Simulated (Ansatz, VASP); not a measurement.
## RuRh in VASP and in Ansatz

```
Ru Rh
1.0
     2.70942    0.00000    0.00000
    -1.35471    2.34642    0.00000
     0.00000    0.00000    4.29837
Ru Rh
1 1
Direct
  0.00000 0.00000 0.50000
  0.66667 0.33333 0.00000
```

Alike in both runs: task single point; functional PBEsol; k mesh 15 × 15 × 9; occupations fermi-dirac, width 0.05 eV; no spin polarisation.

|  | VASP | Ansatz |
| --- | --- | --- |
| version | VASP 6.6.1 | Ansatz 0.2.0 |
| potentials or method | VASP PAW PBE potentials, release 64 (Ru_pv, Rh_pv), cutoff 520 eV | all-electron LAPW, scalar-relativistic |

Ansatz gave:

* pressure (GPa): -5.7
* traceless stress, the component that is largest in VASP (GPa): 1.02

Task: Which values does VASP return?

Result: Pressure (GPa): -5.7; traceless stress, the component that is largest in VASP (GPa): 1.06.

VASP's potentials were made for PBE, not for PBEsol. Ansatz ran all-electron here, and VASP with PAW potentials.
